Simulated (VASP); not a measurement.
Runs of VASP 6.6.1 on MgO. The structure is that of space group Fm-3m (No. 225), or close to it. The cells are those of the table. 

```csv
cell,gap on the mesh (eV),pressure (GPa)
"a = 2.958, b = 2.958, c = 2.980 Å, angles 59.8, 59.8, 60.5°, 2 atoms",4.75,2.0
"a = 3.059, b = 3.059, c = 2.980 Å, angles 60.9, 60.9, 58.3°, 2 atoms",4.06,-7.1
"a = 3.048, b = 3.048, c = 2.980 Å, angles 60.7, 60.7, 58.5°, 2 atoms",4.14,-6.3
"a = 3.002, b = 3.002, c = 2.980 Å, angles 60.2, 60.2, 59.5°, 2 atoms",(a),-2.7
"a = 3.025, b = 3.025, c = 2.980 Å, angles 60.5, 60.5, 59.0°, 2 atoms",(d),-4.7
"a = 3.071, b = 3.071, c = 2.980 Å, angles 61.0, 61.0, 58.1°, 2 atoms",(c),-7.8
"a = 2.936, b = 2.936, c = 2.980 Å, angles 59.5, 59.5, 61.0°, 2 atoms",4.89,(b)
```

Alike in all rows: task single point; level PBEsol; potentials or basis VASP PAW PBE potentials, release 64 (Mg, O); no spin polarisation; k mesh 10 × 10 × 10; cutoff (eV) 520; smearing gaussian 0.05 eV.

Problem. Estimate the missing entries.

Solution. (a) 4.45; (b) 5.0; (c) 3.99; (d) 4.29.

Caveats: the PAW data sets were made with another functional, which shifts forces and pressure a little.

